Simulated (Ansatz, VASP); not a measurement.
One calculation of InSb, two programs

The input INCAR:

```
SYSTEM = InSb
  PREC = Accurate
  ENCUT = 600
  EDIFF = 1E-7
  ISMEAR = 0
  SIGMA = 0.1
  LREAL = .False.
  LASPH = .True.
  NELM = 80
  ALGO = Normal
  ISIF = 3
  LWAVE = .False.
  LCHARG = .False.
  GGA = PE
  IBRION = 2
  NSW = 100
  EDIFFG = -0.005
```

File KPOINTS:

```
regular mesh
0
Gamma
  12 12 12
  0 0 0
```

The input POSCAR:

```
InSb
1.0
    0.0000000000      3.0735130000      3.0735130000
    3.0735130000      0.0000000000      3.0735130000
    3.0735130000      3.0735130000      0.0000000000
In Sb
1 1
Direct
    0.0000000000      0.0000000000      0.0000000000
    0.5000000000      0.5000000000      0.5000000000
```

Input for Ansatz:

```yaml
crystal:
  lattice:
    - [0.0, 3.073513, 3.073513]
    - [3.073513, 0.0, 3.073513]
    - [3.073513, 3.073513, 0.0]
  atoms:
    - { symbol: In, position: [0.0, 0.0, 0.0] }
    - { symbol: Sb, position: [0.5, 0.5, 0.5] }
basis:
  ecutwfc: 420
kpoints:
  mp_grid: { grid: [12, 12, 12] }
hamiltonian:
  xc: pbe
scf:
  occupations: { method: gaussian, width: 0.1 }
output:
  forces: true
  stress: true
  eigenvalues: true
  write_density: true
  write_potential: true
  elf: true
  volumetric_format: npy
relax:
  adjacent_minimum: "off"
  f_tol: 0.005
  max_steps: 80
  cell: { stress_tol: 0.05 }
```

Alike in both runs: task relaxation of cell and atoms; functional PBE; k mesh 12 × 12 × 12; occupations gaussian, width 0.1 eV; no spin polarisation.

|  | VASP | Ansatz |
| --- | --- | --- |
| version | VASP 6.6.1 | Ansatz 0.2.0 |
| potentials or method | VASP PAW PBE potentials, release 64 (In_d, Sb), cutoff 600 eV | scalar-relativistic, plane waves, PAW |
| valence electrons in the cell | 18 | 28 |

```tsv
	VASP	Ansatz	Ansatz less VASP
gap on the k mesh at the Fermi level, each at its own relaxed structure (eV)	none	none	-
relaxed volume (Å³/atom)	29.07	29.08	+0.014
relaxed cell length with the largest relative difference (Å)	4.348	4.349	+0.0007
```

A gap of «none» marks a metal or a gap that the smearing closes. VASP's potentials hold 18 valence electrons a cell and Ansatz's 28, so a difference there can come from the potentials and not from the codes.

Spin-orbit coupling is off throughout.
